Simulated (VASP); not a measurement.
# Ag in VASP: relaxation of the atoms with PBE

Aim: the relaxation of the atoms of Ag with PBE.

All numbers are computed with VASP 6.6.1; they aren't measurements. Logs are shortened: lines on timing, memory, paths and dates and some standing lists are left out, and cuts for length are marked.

## (1) The cell of the first run

The cell holds a slab with vacuum, 7 atoms: a = 2.934 Å, b = 2.934 Å, c = 29.397 Å, α = 90.00°, β = 90.00°, γ = 120.00°.

## (2) Relaxation of the atoms, PBE

File INCAR:

```
ALGO = Fast
DIPOL = 0.5 0.5 0.500
EDIFF = 1E-7
EDIFFG = -0.02
ENCUT = 520
GGA = PE
IBRION = 2
IDIPOL = 3
ISIF = 2
ISMEAR = 0
LASPH = T
LCHARG = F
LDIPOL = T
LREAL = F
LWAVE = F
NELM = 60
NSW = 80
PREC = Accurate
SIGMA = 0.1
```

File KPOINTS:

```
k-points
0
Gamma
  12 12 1
```

File POSCAR:

```
Ag
1.0
    2.9341770162      0.0000000000      0.0000000000
   -1.4670885081      2.5410718352      0.0000000000
    0.0000000000      0.0000000000     29.3972337660
Ag
7
Direct
    0.6666666667      0.3333333333      0.2551260455
    0.3333333333      0.6666666667      0.3367506970
    0.6666666667      0.3333333333      0.4183753485
    0.3333333333      0.6666666667      0.5000000000
    0.6666666667      0.3333333333      0.5816246515
    0.3333333333      0.6666666667      0.6632493030
    0.6666666667      0.3333333333      0.7448739545
```

Potentials or basis: VASP PAW PBE potentials, release 64 (Ag).

On the command line:

```console
cat potpaw_PBE.64/Ag/POTCAR > POTCAR
mpirun -np 1 vasp_std > vasp.out
```

OUTCAR:

```text
EDIFF = 1E-7
   EDIFFG = -0.02
   ENCUT = 520
   GGA = PE
   IBRION = 2
   ISIF = 2
   ISMEAR = 0
   LASPH = T
   LREAL = F
   NELM = 60
   NSW = 80
   PREC = Accurate

 ion  position               nearest neighbor table
   1  0.667  0.333  0.255-   2 2.94   2 2.94   2 2.94
   2  0.333  0.667  0.337-   1 2.94   3 2.94   1 2.94   3 2.94   1 2.94   3 2.94
   3  0.667  0.333  0.418-   2 2.94   4 2.94   2 2.94   4 2.94   2 2.94   4 2.94
   4  0.333  0.667  0.500-   3 2.94   5 2.94   3 2.94   5 2.94   3 2.94   5 2.94
   5  0.667  0.333  0.582-   4 2.94   6 2.94   4 2.94   6 2.94   4 2.94   6 2.94
   6  0.333  0.667  0.663-   5 2.94   7 2.94   5 2.94   7 2.94   5 2.94   7 2.94
   7  0.667  0.333  0.745-   6 2.94   6 2.94   6 2.94

  LATTYP: Found a hexagonal cell.
 ALAT       =     2.9341770162
 C/A-ratio  =    10.0189026101

  Lattice vectors:

 A1 = (   2.9341770162,   0.0000000000,   0.0000000000)
 A2 = (  -1.4670885081,   2.5410718352,   0.0000000000)
 A3 = (   0.0000000000,   0.0000000000,  29.3972337660)

Analysis of symmetry for initial positions (statically):
=====================================================================
 Subroutine PRICEL returns:
 Original cell was already a primitive cell.

 Routine SETGRP: Setting up the symmetry group for a
 hexagonal supercell.

 Subroutine GETGRP returns: Found 12 space group operations
 (whereof 12 operations were pure point group operations)
 out of a pool of 24 trial point group operations.

The static configuration has the point symmetry D_3h.

Analysis of symmetry for dynamics (positions and initial velocities):
=====================================================================
 Subroutine PRICEL returns:
 Original cell was already a primitive cell.

 Routine SETGRP: Setting up the symmetry group for a
 hexagonal supercell.

 Subroutine GETGRP returns: Found 12 space group operations
 (whereof 12 operations were pure point group operations)
 out of a pool of 24 trial point group operations.

The dynamic configuration has the point symmetry D_3h.

 Subroutine INISYM returns: Found 12 space group operations
 (whereof 12 operations are pure point group operations),
 and found     1 'primitive' translations

----------------------------------------------------------------------------------------

                                     Primitive cell

  volume of cell :     219.1844

  direct lattice vectors                    reciprocal lattice vectors
     2.934177016  0.000000000  0.000000000     0.340811067  0.196767361  0.000000000
    -1.467088508  2.541071835  0.000000000     0.000000000  0.393534723  0.000000000
     0.000000000  0.000000000 29.397233766     0.000000000  0.000000000  0.034016806

  length of vectors
     2.934177016  2.934177016 29.397233766     0.393534723  0.393534723  0.034016806

  position of ions in fractional coordinates (direct lattice)
     0.666666667  0.333333333  0.255126045
     0.333333333  0.666666667  0.336750697
     0.666666667  0.333333333  0.418375348
     0.333333333  0.666666667  0.500000000
     0.666666667  0.333333333  0.581624652
     0.333333333  0.666666667  0.663249303
     0.666666667  0.333333333  0.744873955

  ion indices of the primitive-cell ions
   primitive index   ion index
                 1           1
                 2           2
                 3           3
                 4           4
                 5           5
                 6           6
                 7           7

----------------------------------------------------------------------------------------

 KPOINTS: k-points

Automatic generation of k-mesh.
 Grid dimensions read from file:
 generate k-points for:   12   12    1

 Generating k-lattice:

  Cartesian coordinates                     Fractional coordinates (reciprocal lattice)
     0.028400922  0.016397280  0.000000000     0.083333333  0.000000000  0.000000000
     0.000000000  0.032794560  0.000000000     0.000000000  0.083333333  0.000000000
     0.000000000  0.000000000  0.034016806     0.000000000  0.000000000  1.000000000

  Length of vectors
     0.032794560  0.032794560  0.034016806

  Shift w.r.t. Gamma in fractional coordinates (k-lattice)
     0.000000000  0.000000000  0.000000000

 Subroutine IBZKPT returns following result:
 ===========================================

 Found     19 irreducible k-points:

 Following reciprocal coordinates:
            Coordinates               Weight
  0.000000  0.000000  0.000000      1.000000
  0.083333  0.000000  0.000000      6.000000
  0.166667  0.000000  0.000000      6.000000
  0.250000  0.000000  0.000000      6.000000
  0.333333  0.000000  0.000000      6.000000
  0.416667  0.000000  0.000000      6.000000
[... 11 lines left out ...]
  0.333333  0.250000  0.000000     12.000000
  0.333333  0.333333  0.000000      2.000000
   k-points           NKPTS =     19   k-points in BZ     NKDIM =     19   number of bands    NBANDS=     46
   number of dos      NEDOS =    301   number of ions     NIONS =      7
   total plane-waves  NPLWV = 129024
   dimension x,y,z NGX =    24 NGY =   24 NGZ =  224
   dimension x,y,z NGXF=    48 NGYF=   48 NGZF=  448
   ions per type =               7
   NGX,Y,Z   is equivalent  to a cutoff of  13.60, 13.60, 12.67 a.u.
   NGXF,Y,Z  is equivalent  to a cutoff of  27.20, 27.20, 25.34 a.u.
 SYSTEM =  unknown system
   PREC   = accura    normal or accurate (medium, high low for compatibility)
   ISTART =      0    job   : 0-new  1-cont  2-samecut
   ICHARG =      2    charge: 1-file 2-atom 10-const
   ISPIN  =      1    spin polarized calculation?
   LNONCOLLINEAR =      F non collinear calculations
   LSORBIT =      F    spin-orbit coupling
   LASPH  =      T    aspherical Exc in radial PAW
   ENCUT  =  520.0 eV  38.22 Ry    6.18 a.u.   5.46  5.46 54.66*2*pi/ulx,y,z
   NELM   =     60;   NELMIN=  2; NELMDL= -5     # of ELM steps
   EDIFF  = 0.1E-06   stopping-criterion for ELM
   LREAL  =      F    real-space projection
   EDIFFG = -.2E-01   stopping-criterion for IOM
   NSW    =     80    number of steps for IOM
   IBRION =      2    ionic relax: 0-MD 1-quasi-New 2-CG
   NFREE  =      1    steps in history (QN), initial steepest desc. (CG)
   ISIF   =      2    stress and relaxation
   ISYM   =      2    0-nonsym 1-usesym 2-fastsym
   POTIM  = 0.5000    time-step for ionic-motion
   TEBEG  =    0.0;   TEEND  =   0.0 temperature during run
   PSTRESS=    0.0 pullay stress
   NELECT =      77.0000    total number of electrons
   NUPDOWN=      -1.0000    fix difference up-down
   EMIN   =  10.00;   EMAX   =-10.00  energy-range for DOS
   EFERMI =   0.00;   METHOD = LEGACY
   ISMEAR =     0;   SIGMA  =   0.10  broadening in eV -4-tet -1-fermi 0-gaus
   EFERMI_NEDOS =   21; number of points for ismear=-14 and -15
   IALGO  =     68    algorithm
   IMIX   =      4    mixing-type and parameters
     AMIX     =   0.40;   BMIX     =  1.00
     AMIX_MAG =   1.60;   BMIX_MAG =  1.00
  volume/ion in A,a.u.               =      31.31       211.30
  Fermi-wavevector in a.u.,A,eV,Ry     =   1.155141  2.182901 18.154958  1.334352
  Thomas-Fermi vector in A             =   2.291772
   LORBIT       =      0    0 simple, 1 ext, 2 COOP (PROOUT), +10 PAW based schemes
   GGA     = PE    functional components
   LHFCALC =     F    Hartree Fock is set to
   AEXX    =    0.0000 exact exchange contribution
   IVDW    =     0    specifies the selected vdW correction
   LEPSILON=     F    determine dielectric tensor
   LRPA    =     F    only Hartree local field effects (RPA)
 conjugate gradient relaxation of ions
 non-spin polarized calculation
 RMM-DIIS sequential band-by-band and
 Gauss-broadening in eV      SIGMA  =   0.10
  energy-cutoff  :      520.00
  volume of cell :      219.18
 maximum number of plane-waves:      6049
 NGX is ok and might be reduce to    24
   NGX = 11   NGY = 11   NGZ =109

--------------------------------------- Ionic step        1  -------------------------------------------

 number of electron      77.0000021 magnetization

 Free energy of the ion-electron system (eV)
  ---------------------------------------------------
  ext. energy  EPLUGINS =         0.00000000
  ---------------------------------------------------
  free energy    TOTEN  =       -18.31408825 eV

  energy without entropy =      -18.30410515  energy(sigma->0) =      -18.30909670

------------------------ aborting loop because EDIFF is reached ----------------------------------------

  FORCE on cell =-STRESS in cart. coord.  units (eV):
  Direction    XX          YY          ZZ          XY          YZ          ZX
  --------------------------------------------------------------------------------------
  -------------------------------------------------------------------------------------
  Total       -0.9120220     -0.9120220     -0.3828724      0.0000000      0.0000000     -0.0000000
  in kB       -6.6666271     -6.6666271     -2.7986911      0.0000000      0.0000000     -0.0000000
  external PRESSURE =      -5.3773151 kB  Pullay stress =       0.0000000 kB
[... 63 lines left out ...]
  FREE ENERGIE OF THE ION-ELECTRON SYSTEM (eV)
  ---------------------------------------------------
  free  energy   TOTEN  =       -18.3143573064 eV

  energy  without entropy=      -18.3043580258  energy(sigma->0) =      -18.30935767

 dipolmoment           0.000000      0.000000      0.000000 electrons x Angstroem

--------------------------------------- Ionic step        3  -------------------------------------------

 number of electron      77.0000024 magnetization

 dipolmoment           0.000000      0.000000     -0.000000 electrons x Angstroem

 Free energy of the ion-electron system (eV)
  ---------------------------------------------------
  ext. energy  EPLUGINS =         0.00000000
  ---------------------------------------------------
  free energy    TOTEN  =       -18.31453576 eV

  energy without entropy =      -18.30451708  energy(sigma->0) =      -18.30952642

 E-fermi :   2.5249     XC(G=0):  -7.3637

 val. band max:        2.5123830042   @ k =   0.0833   0.0000   0.0000
 cond. band min:       2.5843692448   @ k =   0.4167   0.0833   0.0000
 fundamental gap:      0.0719862406
 Fermi energy:         2.5249419616

 k-point     1 :       0.0000    0.0000    0.0000
  band No.  band energies     occupation
      1      -4.7073      2.00000
      2      -4.3481      2.00000
      3      -3.8269      2.00000
      4      -3.4893      2.00000
      5      -3.4581      2.00000
      6      -3.3284      2.00000
[... 920 lines left out ...]
     45       7.0508      0.00000
     46       7.9497      0.00000

------------------------ aborting loop because EDIFF is reached ----------------------------------------

 vacuum level on the upper side and lower side of the slab       (xc-potential included)        -0.020        -0.020

  FORCE on cell =-STRESS in cart. coord.  units (eV):
  Direction    XX          YY          ZZ          XY          YZ          ZX
  --------------------------------------------------------------------------------------
  -------------------------------------------------------------------------------------
  Total       -0.9023198     -0.9023198     -0.3655600      0.0000000      0.0000000     -0.0000000
  in kB       -6.5957066     -6.5957066     -2.6721423      0.0000000      0.0000000     -0.0000000
  external PRESSURE =      -5.2878519 kB  Pullay stress =       0.0000000 kB

 VOLUME and BASIS-vectors are now :
 -----------------------------------------------------------------------------
  energy-cutoff  :      520.00
  volume of cell :      219.18
      direct lattice vectors                 reciprocal lattice vectors
     2.934177016  0.000000000  0.000000000     0.340811067  0.196767361  0.000000000
    -1.467088508  2.541071835  0.000000000     0.000000000  0.393534723  0.000000000
     0.000000000  0.000000000 29.397233766     0.000000000  0.000000000  0.034016806
[... 13 lines left out ...]
  FREE ENERGIE OF THE ION-ELECTRON SYSTEM (eV)
  ---------------------------------------------------
  free  energy   TOTEN  =       -18.3145357643 eV

  energy  without entropy=      -18.3045170785  energy(sigma->0) =      -18.30952642

 reached required accuracy - stopping structural energy minimisation

 vacuum level on the upper side and lower side of the slab         6.972         6.972
```

It took 14 min on 1 thread of Oxide Virtual Turin-like, shared host; peak memory 0.4 GiB.

Results:

```yaml
Free_energy: -18.3145 eV
Energy_gained_by_relaxing: 0.1 meV/atom
Ionic_steps: 3
Largest_force_after_relaxing: 0.017 eV/Å
Band_gap_on_the_k_mesh: zero (an odd number of electrons rules out a gap without spin polarisation)
```

Forces in eV/Å, atoms in the order of the input:
```
Ag   0.000  0.000  0.017
Ag   0.000  0.000  0.010
Ag   0.000  0.000 -0.009
Ag   0.000  0.000  0.000
Ag   0.000  0.000  0.009
Ag   0.000  0.000 -0.010
Ag   0.000  0.000 -0.017
```

Step by step:
| step | energy change (eV) | largest force (eV/Å) | pressure (GPa) |
| --- | --- | --- | --- |
| 1 | 0.0000 | 0.0414 | -0.54 |
| 2 | -0.0003 | 0.0256 | -0.53 |
| 3 | -0.0004 | 0.0169 | -0.53 |

Final structure:
```
Ag
1.0
     2.93418    0.00000    0.00000
    -1.46709    2.54107    0.00000
     0.00000    0.00000   29.39723
Ag
7
Direct
  0.66667 0.33333 0.25516
  0.33333 0.66667 0.33689
  0.66667 0.33333 0.41823
  0.33333 0.66667 0.50000
  0.66667 0.33333 0.58177
  0.33333 0.66667 0.66311
  0.66667 0.33333 0.74484
```
